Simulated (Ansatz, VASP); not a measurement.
**CaS: VASP beside Ansatz**

```
CELL_PARAMETERS angstrom
0.00000 2.91163 2.91163
2.91163 0.00000 2.91163
2.91163 2.91163 0.00000
ATOMIC_POSITIONS crystal
Ca 0.50000 0.50000 0.50000
S 0.00000 0.00000 0.00000
```

Alike in both runs: task single point; functional BLYP; k mesh 8 × 8 × 8; occupations gaussian, width 0.05 eV; no spin polarisation.

```csv
,VASP,Ansatz
version,VASP 6.6.1,Ansatz 0.2.0
potentials or method,"VASP PAW PBE potentials, release 64 (Ca_sv, S), cutoff 500 eV","scalar-relativistic, plane waves, PAW"
valence electrons in the cell,16,16
```

```csv
,VASP,Ansatz,Ansatz less VASP
gap on the k mesh at the Fermi level (eV),2.57,2.58,+0.007
least direct gap on the mesh (eV),3.31,3.31,+0.007
pressure (GPa),-0.9,-1.0,-0.10
```

VASP's potentials were made for PBE, not for BLYP.
